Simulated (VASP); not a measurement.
# Zn (P6_3/mmc) in VASP: notebook

The runs below take Zn through single point, with PBE.

All numbers are computed with VASP 6.6.1; they aren't measurements. Logs are shortened: lines on timing, memory, paths and dates and some standing lists are left out, and cuts for length are marked.

**1. The cell of the first run**

It takes space group P6_3/mmc (No. 194, hexagonal). The conventional cell has a = 2.572 Å, b = 2.572 Å, c = 5.157 Å, α = 90.00°, β = 90.00°, γ = 120.00°. Within 3.4 Å of Zn (site symmetry -6m2) lie 12 Zn at 2.57 to 2.98 Å.

**2. Single point, PBE (Cd replaced by Zn, lengths x 0.908, strained)**

Contents of INCAR:

```
PREC = Accurate
ENCUT = 500
EDIFF = 1E-6
ISMEAR = 0
SIGMA = 0.1
LREAL = False
LASPH = True
NELM = 120
ALGO = Normal
ISIF = 2
LWAVE = False
LCHARG = False
GGA = PE
NBANDS = 19
GGA_COMPAT = False
```

Contents of KPOINTS:

```
regular mesh
0
Gamma
  9 9 4
```

Contents of POSCAR:

```
Zn
1.0
    2.5724398596      0.0000000000      0.0000000000
   -1.2862199298      2.2277982681      0.0000000000
    0.0000000000      0.0000000000      5.1573486536
Zn
2
Direct
    0.3333333333      0.6666666667      0.2500000000
    0.6666666667      0.3333333333      0.7500000000
```

Potentials or basis: VASP PAW PBE potentials, release 64 (Zn).

The run is started by

```console
cat potpaw_PBE.64/Zn/POTCAR > POTCAR
mpirun -np 1 vasp_std > vasp.out
```

OUTCAR:

```text
PREC = Accurate
   ENCUT = 500
   EDIFF = 1E-6
   ISMEAR = 0
   LREAL = False
   LASPH = True
   NELM = 120
   ISIF = 2
   GGA = PE

 ion  position               nearest neighbor table
   1  0.333  0.667  0.250-   2 2.98   2 2.98   2 2.98   2 2.98   2 2.98   2 2.98
   2  0.667  0.333  0.750-   1 2.98   1 2.98   1 2.98   1 2.98   1 2.98   1 2.98

  LATTYP: Found a hexagonal cell.
 ALAT       =     2.5724398596
 C/A-ratio  =     2.0048471238

  Lattice vectors:

 A1 = (   2.5724398596,   0.0000000000,   0.0000000000)
 A2 = (  -1.2862199298,   2.2277982681,   0.0000000000)
 A3 = (   0.0000000000,   0.0000000000,   5.1573486536)

Analysis of symmetry for initial positions (statically):
=====================================================================
 Subroutine PRICEL returns:
 Original cell was already a primitive cell.

 Routine SETGRP: Setting up the symmetry group for a
 hexagonal supercell.

 Subroutine GETGRP returns: Found 24 space group operations
 (whereof 12 operations were pure point group operations)
 out of a pool of 24 trial point group operations.

The static configuration has the point symmetry D_3d.
 The point group associated with its full space group is D_6h.

Analysis of symmetry for dynamics (positions and initial velocities):
=====================================================================
 Subroutine PRICEL returns:
 Original cell was already a primitive cell.

 Routine SETGRP: Setting up the symmetry group for a
 hexagonal supercell.

 Subroutine GETGRP returns: Found 24 space group operations
 (whereof 12 operations were pure point group operations)
 out of a pool of 24 trial point group operations.

The dynamic configuration has the point symmetry D_3d.
 The point group associated with its full space group is D_6h.

 Subroutine INISYM returns: Found 24 space group operations
 (whereof 12 operations are pure point group operations),
 and found     1 'primitive' translations

----------------------------------------------------------------------------------------

                                     Primitive cell

  volume of cell :      29.5561

  direct lattice vectors                    reciprocal lattice vectors
     2.572439860  0.000000000  0.000000000     0.388736007  0.224436838  0.000000000
    -1.286219930  2.227798268  0.000000000     0.000000000  0.448873677  0.000000000
     0.000000000  0.000000000  5.157348654     0.000000000  0.000000000  0.193898080

  length of vectors
     2.572439860  2.572439860  5.157348654     0.448873677  0.448873677  0.193898080

  position of ions in fractional coordinates (direct lattice)
     0.333333333  0.666666667  0.250000000
     0.666666667  0.333333333  0.750000000

  ion indices of the primitive-cell ions
   primitive index   ion index
                 1           1
                 2           2

----------------------------------------------------------------------------------------

 KPOINTS: regular mesh

Automatic generation of k-mesh.
 Grid dimensions read from file:
 generate k-points for:    9    9    4

 Generating k-lattice:

  Cartesian coordinates                     Fractional coordinates (reciprocal lattice)
     0.043192890  0.024937426  0.000000000     0.111111111 -0.000000000  0.000000000
     0.000000000  0.049874853  0.000000000     0.000000000  0.111111111  0.000000000
     0.000000000  0.000000000  0.048474520     0.000000000  0.000000000  0.250000000

  Length of vectors
     0.049874853  0.049874853  0.048474520

  Shift w.r.t. Gamma in fractional coordinates (k-lattice)
     0.000000000  0.000000000  0.000000000

 Subroutine IBZKPT returns following result:
 ===========================================

 Found     36 irreducible k-points:

 Following reciprocal coordinates:
            Coordinates               Weight
  0.000000  0.000000  0.000000      1.000000
  0.111111  0.000000  0.000000      6.000000
  0.222222  0.000000  0.000000      6.000000
  0.333333  0.000000  0.000000      6.000000
  0.444444  0.000000  0.000000      6.000000
  0.111111  0.111111  0.000000      6.000000
[... 16 lines left out ...]
  0.333333  0.222222  0.250000     24.000000
  0.333333  0.333333  0.250000      4.000000
 [... further k-points ...]
   k-points           NKPTS =     36   k-points in BZ     NKDIM =     36   number of bands    NBANDS=     19
   number of dos      NEDOS =    301   number of ions     NIONS =      2
   total plane-waves  NPLWV =  16000
   dimension x,y,z NGX =    20 NGY =   20 NGZ =   40
   dimension x,y,z NGXF=    40 NGYF=   40 NGZF=   80
   ions per type =               2
   NGX,Y,Z   is equivalent  to a cutoff of  12.93, 12.93, 12.89 a.u.
   NGXF,Y,Z  is equivalent  to a cutoff of  25.85, 25.85, 25.79 a.u.
 SYSTEM =  unknown system
   PREC   = accura    normal or accurate (medium, high low for compatibility)
   ISTART =      0    job   : 0-new  1-cont  2-samecut
   ICHARG =      2    charge: 1-file 2-atom 10-const
   ISPIN  =      1    spin polarized calculation?
   LNONCOLLINEAR =      F non collinear calculations
   LSORBIT =      F    spin-orbit coupling
   LASPH  =      T    aspherical Exc in radial PAW
   ENCUT  =  500.0 eV  36.75 Ry    6.06 a.u.   4.69  4.69  9.40*2*pi/ulx,y,z
   NELM   =    120;   NELMIN=  2; NELMDL= -5     # of ELM steps
   EDIFF  = 0.1E-05   stopping-criterion for ELM
   LREAL  =      F    real-space projection
[... 7 lines left out ...]
   TEBEG  =    0.0;   TEEND  =   0.0 temperature during run
   PSTRESS=    0.0 pullay stress
   NELECT =      24.0000    total number of electrons
   NUPDOWN=      -1.0000    fix difference up-down
   EMIN   =  10.00;   EMAX   =-10.00  energy-range for DOS
   EFERMI =   0.00;   METHOD = LEGACY
   ISMEAR =     0;   SIGMA  =   0.10  broadening in eV -4-tet -1-fermi 0-gaus
   EFERMI_NEDOS =   21; number of points for ismear=-14 and -15
   IALGO  =     38    algorithm
   IMIX   =      4    mixing-type and parameters
     AMIX     =   0.40;   BMIX     =  1.00
     AMIX_MAG =   1.60;   BMIX_MAG =  1.00
  volume/ion in A,a.u.               =      14.78        99.73
  Fermi-wavevector in a.u.,A,eV,Ry     =   1.527318  2.886212 31.738301  2.332699
  Thomas-Fermi vector in A             =   2.635230
   LORBIT       =      0    0 simple, 1 ext, 2 COOP (PROOUT), +10 PAW based schemes
   GGA     = PE    functional components
   LHFCALC =     F    Hartree Fock is set to
   AEXX    =    0.0000 exact exchange contribution
   IVDW    =     0    specifies the selected vdW correction
   LEPSILON=     F    determine dielectric tensor
   LRPA    =     F    only Hartree local field effects (RPA)
 non-spin polarized calculation
 Gauss-broadening in eV      SIGMA  =   0.10
  energy-cutoff  :      500.00
  volume of cell :       29.56
 maximum number of plane-waves:       775
 NGX is ok and might be reduce to    20
   NGX =  9   NGY =  9   NGZ = 19

 number of electron      23.9999977 magnetization

 Free energy of the ion-electron system (eV)
  ---------------------------------------------------
  ext. energy  EPLUGINS =         0.00000000
  ---------------------------------------------------
  free energy    TOTEN  =        -2.18863842 eV

  energy without entropy =       -2.18474063  energy(sigma->0) =       -2.18668952

 E-fermi :   3.4939     XC(G=0): -11.6784

 val. band max:        3.0773854764   @ k =   0.3333   0.1111   0.0000
 cond. band min:       3.5151611839   @ k =   0.3333   0.0000   0.0000
 fundamental gap:      0.4377757075
 Fermi energy:         3.4939202772

 k-point     1 :       0.0000    0.0000    0.0000
  band No.  band energies     occupation
      1      -7.3522      2.00000
      2      -5.6433      2.00000
      3      -4.8309      2.00000
      4      -4.5097      2.00000
      5      -4.5097      2.00000
      6      -4.4741      2.00000
[... 11 lines left out ...]
     18      23.8223      0.00000
     19      24.2659      0.00000

 k-point     2 :       0.1111    0.0000    0.0000
  band No.  band energies     occupation
      1      -6.9584      2.00000
      2      -5.4492      2.00000
      3      -4.7788      2.00000
      4      -4.5579      2.00000
      5      -4.5170      2.00000
      6      -4.4103      2.00000
[... 11 lines left out ...]
     18      21.9892      0.00000
     19      23.2624      0.00000

 k-point     3 :       0.2222    0.0000    0.0000
  band No.  band energies     occupation
      1      -5.8984      2.00000
      2      -5.1326      2.00000
      3      -4.6843      2.00000
      4      -4.5893      2.00000
      5      -4.5365      2.00000
      6      -4.4061      2.00000
[... 11 lines left out ...]
     18      19.0157      0.00000
     19      19.7931      0.00000

 k-point     4 :       0.3333    0.0000    0.0000
  band No.  band energies     occupation
      1      -5.2927      2.00000
      2      -5.1832      2.00000
      3      -4.8463      2.00000
      4      -4.4687      2.00000
      5      -4.4399      2.00000
      6      -4.2220      2.00000
[... 11 lines left out ...]
     18      19.0550      0.00000
     19      19.4292      0.00000

 k-point     5 :       0.4444    0.0000    0.0000
  band No.  band energies     occupation
      1      -5.3478      2.00000
      2      -5.2795      2.00000
      3      -4.9975      2.00000
      4      -4.5699      2.00000
      5      -4.3100      2.00000
      6      -4.2326      2.00000
[... 11 lines left out ...]
     18      19.0413      0.00000
     19      19.5602      0.00000
[... 334 lines left out ...]
      2      -5.2038      2.00000
      3      -4.9377      2.00000
      4      -4.7345      2.00000
      5      -4.3038      2.00000
      6      -4.1136      2.00000
[... 11 lines left out ...]
     18      14.9631      0.00000
     19      19.0551      0.00000

 k-point    22 :       0.2222    0.2222    0.2500
  band No.  band energies     occupation
      1      -4.8937      2.00000
      2      -4.8462      2.00000
      3      -4.7430      2.00000
      4      -4.7299      2.00000
      5      -4.5280      2.00000
      6      -4.4268      2.00000
[... 11 lines left out ...]
     18      14.8109      0.00000
     19      17.7953      0.00000

 k-point    23 :       0.3333    0.2222    0.2500
  band No.  band energies     occupation
      1      -4.9304      2.00000
      2      -4.9070      2.00000
      3      -4.7420      2.00000
      4      -4.6883      2.00000
      5      -4.4767      2.00000
      6      -4.2624      2.00000
[... 11 lines left out ...]
     18      13.2350      0.00000
     19      16.4975      0.00000

 k-point    24 :       0.3333    0.3333    0.2500
  band No.  band energies     occupation
      1      -4.7505      2.00000
      2      -4.6727      2.00000
      3      -4.6727      2.00000
      4      -4.6046      2.00000
      5      -4.5032      2.00000
      6      -4.5032      2.00000
[... 11 lines left out ...]
     18      12.5472      0.00000
     19      13.8993      0.00000

 [... further k-points ...]

------------------------ aborting loop because EDIFF is reached ----------------------------------------

  FORCE on cell =-STRESS in cart. coord.  units (eV):
  Direction    XX          YY          ZZ          XY          YZ          ZX
  --------------------------------------------------------------------------------------
  -------------------------------------------------------------------------------------
  Total        0.8109324      0.8109324      1.0030840      0.0000000      0.0000000      0.0000000
  in kB       43.9589832     43.9589832     54.3751276      0.0000000      0.0000000      0.0000000
  external PRESSURE =      47.4310313 kB  Pullay stress =       0.0000000 kB

 VOLUME and BASIS-vectors are now :
 -----------------------------------------------------------------------------
  energy-cutoff  :      500.00
  volume of cell :       29.56
      direct lattice vectors                 reciprocal lattice vectors
     2.572439860  0.000000000  0.000000000     0.388736007  0.224436838  0.000000000
    -1.286219930  2.227798268  0.000000000     0.000000000  0.448873677  0.000000000
     0.000000000  0.000000000  5.157348654     0.000000000  0.000000000  0.193898080

 POSITION                                       TOTAL-FORCE (eV/Angst)
 -----------------------------------------------------------------------------------
     -0.00000      1.48520      1.28934        -0.000000     -0.000000      0.000000
      1.28622      0.74260      3.86801         0.000000      0.000000      0.000000
 -----------------------------------------------------------------------------------
    total drift:                               -0.000000      0.000000      0.000000

  FREE ENERGIE OF THE ION-ELECTRON SYSTEM (eV)
  ---------------------------------------------------
  free  energy   TOTEN  =        -2.1886384233 eV

  energy  without entropy=       -2.1847406263  energy(sigma->0) =       -2.18668952
```

It took 21 s on 1 thread of Intel Xeon 8259CL, shared host; peak memory 0.15 GiB.

What came out:

```
Free energy            : -2.1886 eV
Pressure               : 4.7 GPa
Band gap on the k mesh : zero (band 12 reaches 4.65 eV, above the bottom of band 13 at -0.55 eV)
```

Caveat: the cell differs from its parent crystal (Cd replaced by Zn, lengths x 0.908, strained).

[end of part 1 of 2]
